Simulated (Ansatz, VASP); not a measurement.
One calculation of Co, two programs

```
Co
1.0
     2.45839    0.00000    0.00000
    -1.22920    2.12903    0.00000
     0.00000    0.00000    3.96069
Co
2
Cartesian
  0.0000 1.4194 0.9902
  1.2292 0.7097 2.9705
```

Alike in both runs: task single point; functional PBE; k mesh 7 × 7 × 4; occupations fermi-dirac, width 0.1 eV; no spin polarisation.

|  | VASP | Ansatz |
| --- | --- | --- |
| version | VASP 6.6.1 | Ansatz 0.2.0 |
| potentials or method | VASP PAW PBE potentials, release 64 (Co_sv), cutoff 690 eV | plane waves (420 eV) with PAW, scalar-relativistic |
| valence electrons in the cell | 34 | 34 |

Ansatz gave:

* pressure (GPa): -0.7
* traceless stress, the component that is largest in VASP (GPa): 2.06

Question: What did VASP give for the same quantities?

Answer: Pressure (GPa): -2.1; traceless stress, the component that is largest in VASP (GPa): 2.05.

The functional is the same, so the differences come from potentials, cutoffs and numerics.

The k mesh is coarse, so the values compare programs but aren't converged.
